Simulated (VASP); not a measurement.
A run of VASP 6.6.1 is set up as follows.

File INCAR:

```
  PREC = Accurate
  ENCUT = 520
  EDIFF = 1E-6
  ISMEAR = 0
  SIGMA = 0.1
  LREAL = F
  LASPH = T
  NELM = 80
  ALGO = Fast
  ISIF = 2
  LWAVE = F
  LCHARG = T
  GGA = PS
  LELF = T
  LVHAR = T
  NBANDS = 29
```

Contents of KPOINTS:

```
Automatic mesh
0
Gamma
  12 12 4
```

File POSCAR:

```
Al2Ru
1.0
    3.2149984981      0.0000000000      0.0000000000
    0.0000000000      3.2149984981      0.0000000000
    0.0000000000      0.0000000000      8.2714882720
Al Ru
4 2
Direct
    0.5000000000      0.5000000000      0.1604750864
    0.0000000000      0.0000000000      0.3395249136
    0.0000000000      0.0000000000      0.6604750864
    0.5000000000      0.5000000000      0.8395249136
    0.0000000000      0.0000000000      0.0000000000
    0.5000000000      0.5000000000      0.5000000000
```

Potentials or basis: VASP PAW PBE potentials, release 64 (Al, Ru_pv).

Launch:

```bash
$ cat potpaw_PBE.64/Al/POTCAR potpaw_PBE.64/Ru_pv/POTCAR > POTCAR
$ mpirun -np 1 vasp_std > vasp.out
```

(1) Estimate the band gap on the k mesh.

(2) Estimate the largest force.

(3) Estimate the pressure.

## Answers

(1) zero (bands 20 and 21 overlap by 0.27 eV).

(2) 0.062 eV/Å.

(3) -6.5 GPa.

Caveat: the cell differs from its parent crystal (biaxial strain in the a-b plane: +3.0 %); the stress differs along the axes, from -9 to -1 GPa; the PAW data sets were made with another functional, which shifts forces and pressure a little.
